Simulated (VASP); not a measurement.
## N2: single point with r2SCAN

The system is N2, in a box.

```
CELL_PARAMETERS angstrom
12.00000 0.00000 0.00000
0.00000 12.30000 0.00000
0.00000 0.00000 12.60000
ATOMIC_POSITIONS crystal
N 0.50000 0.50000 0.45662
N 0.50000 0.50000 0.54338
```

```json
{
  "Program": "VASP 6.6.1",
  "Task": "single point",
  "Functional": "r2SCAN",
  "Potentials or basis": "VASP PAW PBE potentials, release 64 (N_h)",
  "Cutoff": "1080 eV",
  "k mesh": "1 × 1 × 1",
  "Occupations": "fermi-dirac, width 0.01 eV",
  "Spin": "no spin polarisation"
}
```

```
Gap between the frontier levels : 9.15 eV
```

Forces in eV/Å, atoms in the order of the input:
```
N    0.000  0.000 -0.002
N    0.000  0.000  0.002
```

Levels at points of the mesh, in eV from the valence-band top:
```tsv
k point	band 1	band 2	band 3	band 4	band 5	band 6	band 7	band 8	band 9	band 10
(0.00, 0.00, 0.00)	-18.97	-3.50	-1.28	-1.28	0.00	9.15	9.15	10.74	11.66	11.69
```

It took 25 min on 1 thread of Intel(R) Xeon(R) Platinum 8488C (Sapphire Rapids) (shared host), peak memory 4.5 GiB.

Caveat: the PAW data sets were made with another functional, which shifts forces and pressure a little.
